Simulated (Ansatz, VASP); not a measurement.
## Al2InN3: VASP beside Ansatz

Contents of INCAR:

```
PREC = Accurate ; ENCUT = 520
EDIFF = 1E-6 ; ISMEAR = 0
SIGMA = 0.05 ; LREAL = F
LASPH = T ; NELM = 60
ALGO = Normal ; ISIF = 2
LWAVE = F ; LCHARG = T
GGA = PE ; LELF = T
LVHAR = T ; NBANDS = 46
```

File KPOINTS:

```
regular mesh
0
Gamma
  6 6 4
```

Contents of POSCAR:

```
Al2InN3
1.0
    4.9170037426     -2.8277246663      0.0000000000
    4.9170037426      2.8277246663      0.0000000000
    0.0000000000      0.0000000000      5.2494073268
Al In N
4 2 6
Direct
    0.0084295481      0.3348702354      0.9917405618
    0.6651297646      0.9915704519      0.9917405618
    0.9915704519      0.6651297646      0.4917405618
    0.3348702354      0.0084295481      0.4917405618
    0.3220811148      0.6779188852      0.9869983854
    0.6779188852      0.3220811148      0.4869983854
    0.0366860035      0.3336177066      0.3557289331
    0.6663822934      0.9633139965      0.3557289331
    0.9633139965      0.6663822934      0.8557289331
    0.3336177066      0.0366860035      0.8557289331
    0.2983157877      0.7016842123      0.4060625948
    0.7016842123      0.2983157877      0.9060625948
```

Input for Ansatz:

```yaml
crystal:
  lattice:
    - [4.9170037426, -2.8277246663, 0.0]
    - [4.9170037426, 2.8277246663, 0.0]
    - [0.0, 0.0, 5.2494073268]
  atoms:
    - { symbol: Al, position: [0.0084295481, 0.3348702354, 0.9917405618] }
    - { symbol: Al, position: [0.6651297646, 0.9915704519, 0.9917405618] }
    - { symbol: Al, position: [0.9915704519, 0.6651297646, 0.4917405618] }
    - { symbol: Al, position: [0.3348702354, 0.0084295481, 0.4917405618] }
    - { symbol: In, position: [0.3220811148, 0.6779188852, 0.9869983854] }
    - { symbol: In, position: [0.6779188852, 0.3220811148, 0.4869983854] }
    - { symbol: "N", position: [0.0366860035, 0.3336177066, 0.3557289331] }
    - { symbol: "N", position: [0.6663822934, 0.9633139965, 0.3557289331] }
    - { symbol: "N", position: [0.9633139965, 0.6663822934, 0.8557289331] }
    - { symbol: "N", position: [0.3336177066, 0.0366860035, 0.8557289331] }
    - { symbol: "N", position: [0.2983157877, 0.7016842123, 0.4060625948] }
    - { symbol: "N", position: [0.7016842123, 0.2983157877, 0.9060625948] }
basis:
  ecutwfc: 420
kpoints:
  mp_grid: { grid: [6, 6, 4] }
hamiltonian:
  xc: pbe
scf:
  occupations: { method: gaussian, width: 0.05 }
output:
  forces: true
  stress: true
  eigenvalues: true
  write_density: true
  write_potential: true
  elf: true
  volumetric_format: npy
```

Alike in both runs: task single point; functional PBE; k mesh 6 × 6 × 4; occupations gaussian, width 0.05 eV; no spin polarisation.

|  | VASP | Ansatz |
| --- | --- | --- |
| version | VASP 6.6.1 | Ansatz 0.2.0 |
| potentials or method | VASP PAW PBE potentials, release 64 (Al, In_d, N), cutoff 520 eV | scalar-relativistic, plane waves, PAW |
| valence electrons in the cell | 68 | 68 |

Ansatz gave:

* gap on the k mesh at the Fermi level (eV): 2.16
* least direct gap on the mesh (eV): 2.16
* pressure (GPa): 0.0
* rms of the force components (eV/Å): 0.000

What did VASP give for the same quantities?

gap on the k mesh at the Fermi level (eV): 2.16; least direct gap on the mesh (eV): 2.16; pressure (GPa): -0.1; rms of the force components (eV/Å): 0.012.

Atom by atom the forces differ by 0.012 eV/Å (rms over components). With one functional, cell and mesh, what is left measures potentials, basis and numerics.
